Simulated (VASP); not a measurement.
BeS: single point with r2SCAN

Crystal: BeS.

```
Be S
1.0
     0.00000    2.41777    2.41777
     2.41777    0.00000    2.41777
     2.41777    2.41777    0.00000
Be S
1 1
Direct
  0.00000 0.00000 0.00000
  0.25000 0.25000 0.25000
```

```yaml
Program: VASP 6.6.1
Task: single point
Functional: r2SCAN
Potentials_or_basis: VASP PAW PBE potentials, release 64 (Be, S)
Cutoff: 520 eV
k_mesh: 10 × 10 × 10
Occupations: fermi-dirac, width 0.02 eV
Spin: no spin polarisation
```

```yaml
Pressure: 2.4 GPa
Band_gap_on_the_k_mesh: 3.55 eV, indirect (least direct gap 6.25 eV)
```

Levels at points of the mesh, in eV from the valence-band top:
```tsv
k point	band 2	band 3	band 4	band 5	band 6	band 7
(0.00, 0.00, 0.00)	0.00	0.00	0.00	6.25	6.25	6.25
(0.50, 0.00, 0.00)	-6.02	-1.07	-1.07	6.13	7.14	7.14
(0.50, 0.50, 0.00)	-5.24	-2.75	-2.75	3.55	5.38	13.94
```

Wall time 56 s on 1 thread of Intel(R) Xeon(R) Platinum 8259CL CPU @ 2.50GHz (Skylake/Cascade Lake), with other jobs on the host, peak memory 0.16 GiB.

Caveat: the PAW data sets were made with another functional, which shifts forces and pressure a little. r2SCAN opens gaps a little over a GGA but as a rule still falls short of measured ones.
